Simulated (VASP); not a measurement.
# Se (P6_3/mmc) in VASP: further runs

Runs on Se. Level: PBE. Tasks: single point.

All numbers are computed with VASP 6.6.1; they aren't measurements. Logs are shortened: lines on timing, memory, paths and dates and some standing lists are left out, and cuts for length are marked.

## 1. The cell of the first run

It takes space group P6_3/mmc (No. 194, hexagonal). Conventional cell: a = 3.203 Å, b = 3.203 Å, c = 3.817 Å, α = 90.00°, β = 90.00°, γ = 120.00°. Se (site symmetry -6m2) has 12 Se at 2.66 to 3.20 Å within 3.5 Å.

## 2. Single point, PBE (volume scaled by 0.76)

File INCAR:

```
PREC = Accurate ; ENCUT = 520
EDIFF = 1E-7 ; ISMEAR = -1
SIGMA = 0.08 ; LREAL = False
LASPH = True ; NELM = 100
ALGO = Normal ; ISIF = 2
LWAVE = False ; LCHARG = False
GGA = PE ; NBANDS = 13
```

File KPOINTS:

```
regular mesh
0
Gamma
  14 14 8
```

File POSCAR:

```
Se
1.0
    3.2032695993      0.0000000000      0.0000000000
   -1.6016347997      2.7741128481      0.0000000000
    0.0000000000      0.0000000000      3.8166032083
Se
2
Direct
    0.3333333333      0.6666666667      0.2500000000
    0.6666666667      0.3333333333      0.7500000000
```

Potentials or basis: VASP PAW PBE potentials, release 64 (Se).

Run with:

```
$ cat potpaw_PBE.64/Se/POTCAR > POTCAR
$ mpirun -np 1 vasp_std > vasp.out
```

OUTCAR:

```text
PREC = Accurate
   ENCUT = 520
   EDIFF = 1E-7
   ISMEAR = -1
   LREAL = False
   LASPH = True
   NELM = 100
   ISIF = 2
   GGA = PE

 ion  position               nearest neighbor table
   1  0.333  0.667  0.250-   2 2.66   2 2.66   2 2.66   2 2.66   2 2.66   2 2.66
   2  0.667  0.333  0.750-   1 2.66   1 2.66   1 2.66   1 2.66   1 2.66   1 2.66

  LATTYP: Found a hexagonal cell.
 ALAT       =     3.2032695993
 C/A-ratio  =     1.1914711172

  Lattice vectors:

 A1 = (   3.2032695993,   0.0000000000,   0.0000000000)
 A2 = (  -1.6016347997,   2.7741128481,   0.0000000000)
 A3 = (   0.0000000000,   0.0000000000,   3.8166032083)

Analysis of symmetry for initial positions (statically):
=====================================================================
 Subroutine PRICEL returns:
 Original cell was already a primitive cell.

 Routine SETGRP: Setting up the symmetry group for a
 hexagonal supercell.

 Subroutine GETGRP returns: Found 24 space group operations
 (whereof 12 operations were pure point group operations)
 out of a pool of 24 trial point group operations.

The static configuration has the point symmetry D_3d.
 The point group associated with its full space group is D_6h.

Analysis of symmetry for dynamics (positions and initial velocities):
=====================================================================
 Subroutine PRICEL returns:
 Original cell was already a primitive cell.

 Routine SETGRP: Setting up the symmetry group for a
 hexagonal supercell.

 Subroutine GETGRP returns: Found 24 space group operations
 (whereof 12 operations were pure point group operations)
 out of a pool of 24 trial point group operations.

The dynamic configuration has the point symmetry D_3d.
 The point group associated with its full space group is D_6h.

 Subroutine INISYM returns: Found 24 space group operations
 (whereof 12 operations are pure point group operations),
 and found     1 'primitive' translations

----------------------------------------------------------------------------------------

                                     Primitive cell

  volume of cell :      33.9152

  direct lattice vectors                    reciprocal lattice vectors
     3.203269599  0.000000000  0.000000000     0.312181029  0.180237801  0.000000000
    -1.601634800  2.774112848  0.000000000     0.000000000  0.360475602  0.000000000
     0.000000000  0.000000000  3.816603208     0.000000000  0.000000000  0.262013090

  length of vectors
     3.203269599  3.203269599  3.816603208     0.360475602  0.360475602  0.262013090

[... 85 lines left out ...]
   NFREE  =      0    steps in history (QN), initial steepest desc. (CG)
   ISIF   =      2    stress and relaxation
   ISYM   =      2    0-nonsym 1-usesym 2-fastsym
   POTIM  = 0.5000    time-step for ionic-motion
   TEBEG  =    0.0;   TEEND  =   0.0 temperature during run
   PSTRESS=    0.0 pullay stress
   NELECT =      12.0000    total number of electrons
   NUPDOWN=      -1.0000    fix difference up-down
   EMIN   =  10.00;   EMAX   =-10.00  energy-range for DOS
   EFERMI =   0.00;   METHOD = LEGACY
   ISMEAR =    -1;   SIGMA  =   0.08  broadening in eV -4-tet -1-fermi 0-gaus
   EFERMI_NEDOS =   21; number of points for ismear=-14 and -15
   IALGO  =     38    algorithm
   IMIX   =      4    mixing-type and parameters
     AMIX     =   0.40;   BMIX     =  1.00
     AMIX_MAG =   1.60;   BMIX_MAG =  1.00
  volume/ion in A,a.u.               =      16.96       114.44
  Fermi-wavevector in a.u.,A,eV,Ry     =   1.157898  2.188110 18.241714  1.340728
  Thomas-Fermi vector in A             =   2.294505
   LORBIT       =      0    0 simple, 1 ext, 2 COOP (PROOUT), +10 PAW based schemes
   GGA     = PE    functional components
   LHFCALC =     F    Hartree Fock is set to
   AEXX    =    0.0000 exact exchange contribution
   IVDW    =     0    specifies the selected vdW correction
   LEPSILON=     F    determine dielectric tensor
   LRPA    =     F    only Hartree local field effects (RPA)
 non-spin polarized calculation
  energy-cutoff  :      520.00
  volume of cell :       33.92
 maximum number of plane-waves:       928
 NGX is ok and might be reduce to    24
   NGX = 11   NGY = 11   NGZ = 15

 number of electron      12.0000004 magnetization

 Free energy of the ion-electron system (eV)
  ---------------------------------------------------
  ext. energy  EPLUGINS =         0.00000000
  ---------------------------------------------------
  free energy    TOTEN  =        -5.58055651 eV

  energy without entropy =       -5.55874243  energy(sigma->0) =       -5.56964947

 E-fermi :   8.1517     XC(G=0): -11.3678

 val. band max:        8.1478647489   @ k =   0.0714   0.0000   0.3750
 cond. band min:       8.1572170996   @ k =   0.2143   0.0714   0.0000
 fundamental gap:      0.0093523507
 Fermi energy:         8.1517055945

 k-point     1 :       0.0000    0.0000    0.0000
  band No.  band energies     occupation
      1     -10.2795      2.00000
      2      -2.2680      2.00000
      3       0.7223      2.00000
      4       6.5396      2.00000
      5       6.5396      2.00000
      6       9.9003      0.00000
      7       9.9003      0.00000
      8      12.3526      0.00000
      9      13.4879      0.00000
     10      16.9068      0.00000
     11      18.7703      0.00000
     12      18.7703      0.00000
     13      20.6688      0.00000
[... 354 lines left out ...]
  band No.  band energies     occupation
      1      -6.1910      2.00000
      2      -5.5278      2.00000
      3       0.5065      2.00000
      4       4.9817      2.00000
      5       5.4151      2.00000
      6       5.7740      2.00000
      7       6.0582      2.00000
      8       8.5343      0.01662
      9      13.4984      0.00000
     10      16.6362      0.00000
     11      18.8506      0.00000
     12      19.1943      0.00000
     13      25.5597      0.00000

 [... further k-points ...]
[... 5 lines left out ...]
  --------------------------------------------------------------------------------------
  -------------------------------------------------------------------------------------
  Total        5.6754060      5.6754060      5.6676992     -0.0000000     -0.0000000      0.0000000
  in kB      268.1099244    268.1099244    267.7458515     -0.0000000     -0.0000000      0.0000000
  external PRESSURE =     267.9885668 kB  Pullay stress =       0.0000000 kB

 VOLUME and BASIS-vectors are now :
 -----------------------------------------------------------------------------
  energy-cutoff  :      520.00
  volume of cell :       33.92
      direct lattice vectors                 reciprocal lattice vectors
     3.203269599  0.000000000  0.000000000     0.312181029  0.180237801  0.000000000
    -1.601634800  2.774112848  0.000000000     0.000000000  0.360475602  0.000000000
     0.000000000  0.000000000  3.816603208     0.000000000  0.000000000  0.262013090

 POSITION                                       TOTAL-FORCE (eV/Angst)
 -----------------------------------------------------------------------------------
     -0.00000      1.84941      0.95415         0.000000      0.000000      0.000000
      1.60163      0.92470      2.86245        -0.000000      0.000000      0.000000
 -----------------------------------------------------------------------------------
    total drift:                               -0.000000      0.000000      0.000000

  FREE ENERGIE OF THE ION-ELECTRON SYSTEM (eV)
  ---------------------------------------------------
  free  energy   TOTEN  =        -5.5805565082 eV

  energy  without entropy=       -5.5587424286  energy(sigma->0) =       -5.56964947
```

OSZICAR:

```text
N       E                     dE             d eps       ncg     rms          rms(c)
DAV:   1     0.481703004159E+02    0.48170E+02   -0.54376E+03  3120   0.812E+02
DAV:   2    -0.324216796276E+01   -0.51412E+02   -0.48736E+02  4280   0.140E+02
DAV:   3    -0.556845898899E+01   -0.23263E+01   -0.23067E+01  4019   0.308E+01
DAV:   4    -0.557797896141E+01   -0.95200E-02   -0.95185E-02  3585   0.226E+00
DAV:   5    -0.557800144420E+01   -0.22483E-04   -0.22481E-04  4065   0.112E-01    0.740E+00
DAV:   6    -0.557915711053E+01   -0.11557E-02   -0.11120E-03  3550   0.258E-01    0.445E+00
DAV:   7    -0.558051681090E+01   -0.13597E-02   -0.26555E-03  3665   0.403E-01    0.440E-02
DAV:   8    -0.558054838653E+01   -0.31576E-04   -0.37878E-05  4038   0.429E-02    0.186E-02
DAV:   9    -0.558055634567E+01   -0.79591E-05   -0.76485E-06  3780   0.211E-02    0.293E-03
DAV:  10    -0.558055657623E+01   -0.23056E-06   -0.22414E-07  3794   0.327E-03    0.170E-03
DAV:  11    -0.558055650815E+01    0.68083E-07   -0.22069E-08  2340   0.103E-03
   1 F= -.55805565E+01 E0= -.55696495E+01  d E =-.218141E-01
```

stdout:

```text
POSCAR found type information on POSCAR Se
 POSCAR found :  1 types and       2 ions
 scaLAPACK will be used
 LDA part: xc-table for (Slater+PW92), standard interpolation
 POSCAR, INCAR and KPOINTS ok, starting setup
 FFT: planning ... GRIDC
 FFT: planning ... GRID_SOFT
 FFT: planning ... GRID
 WAVECAR not read
 entering main loop
```

Run time: 21 s. Hardware: 1 thread of AMD EPYC 9R14 (Zen 4), shared host; peak memory 0.14 GiB.

What came out:

* Free energy: -5.5806 eV
* Pressure: 26.8 GPa
* Band gap on the k mesh: zero (band 6 reaches 9.90 eV, above the bottom of band 7 at 6.06 eV)

(Continued in part 2 of 2.)
